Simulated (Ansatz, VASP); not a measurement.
## Two plane-wave programs on PbS

The input INCAR:

```
PREC = Accurate
ENCUT = 520
EDIFF = 1E-7
ISMEAR = 0
SIGMA = 0.01
LREAL = F
LASPH = T
NELM = 100
ALGO = Normal
ISIF = 2
LWAVE = F
LCHARG = F
NBANDS = 28
```

Contents of KPOINTS:

```
Automatic mesh
0
Gamma
  6 6 6
```

File POSCAR:

```
PbS
1.0
    2.1600256214     -6.2219579825      0.0000000000
    2.1600256214      6.2219579825      0.0000000000
    0.0000000000      0.0000000000      4.4440687720
Pb S
2 2
Direct
    0.8694400000      0.1305600000      0.7500000000
    0.1305600000      0.8694400000      0.2500000000
    0.6452000000      0.3548000000      0.7500000000
    0.3548000000      0.6452000000      0.2500000000
```

Input for Ansatz:

```yaml
crystal:
  lattice:
    - [2.1600256214290408, -6.221957982484104, 0.0]
    - [2.1600256214290408, 6.221957982484104, 0.0]
    - [0.0, 0.0, 4.444068771986694]
  atoms:
    - { symbol: Pb, position: [0.86944, 0.13056, 0.75] }
    - { symbol: Pb, position: [0.13056, 0.86944, 0.25] }
    - { symbol: S, position: [0.6452, 0.3548, 0.75] }
    - { symbol: S, position: [0.3548, 0.6452, 0.25] }
basis:
  ecutwfc: 510.0
kpoints:
  mp_grid:
    grid: [6, 6, 6]
hamiltonian:
  xc: lda
  pseudopotentials:
    kind: paw
scf:
  occupations:
    method: fixed
output:
  stress: true
```

Alike in both runs: task single point; functional LDA; k mesh 6 × 6 × 6; no spin polarisation.

```csv
,VASP,Ansatz
version,VASP 6.6.1,Ansatz 0.2.0
potentials or method,"VASP PAW LDA potentials, release 64 (Pb_d, S), cutoff 520 eV","plane waves, PAW"
occupations,"gaussian, width 0.01 eV",fixed
valence electrons in the cell,40,40
```

```csv
,VASP,Ansatz,Ansatz less VASP
pressure (GPa),-7.6,-7.6,0.00
"traceless stress, the component that is largest in VASP (GPa)",0.47,0.48,+0.009
```

LDA's correlation is that of Perdew and Zunger in VASP and of Perdew and Wang (1992) in Ansatz.

Neither program's run includes spin-orbit coupling.
